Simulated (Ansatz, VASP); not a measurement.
# One calculation of Ag, two programs

```
Ag
1.0
     0.00000    2.07563    2.07563
     2.07563    0.00000    2.07563
     2.07563    2.07563    0.00000
Ag
1
Direct
  0.00000 0.00000 0.00000
```

Alike in both runs: functional PBE; k mesh 12 × 12 × 12; occupations gaussian, width 0.1 eV; no spin polarisation.

Ansatz relaxed the structure, and its values are those at the end. VASP's run is a single point on that final structure, the one shown.

|  | VASP | Ansatz |
| --- | --- | --- |
| version | VASP 6.6.1 | Ansatz 0.2.0 |
| potentials or method | VASP PAW PBE potentials, release 64 (Ag) | scalar-relativistic, plane waves, PAW |
| plane-wave cutoff (eV) | 500 | 420 |
| valence electrons in the cell | 11 | 19 |

|  | VASP | Ansatz | Ansatz less VASP |
| --- | --- | --- | --- |
| gap on the k mesh at the Fermi level (eV) | none | none | - |
| pressure (GPa) | -0.1 | 0.0 | +0.07 |

A gap of «none» marks a metal or a gap that the smearing closes. VASP's potentials hold 11 valence electrons a cell and Ansatz's 19, so a difference there can come from the potentials and not from the codes.
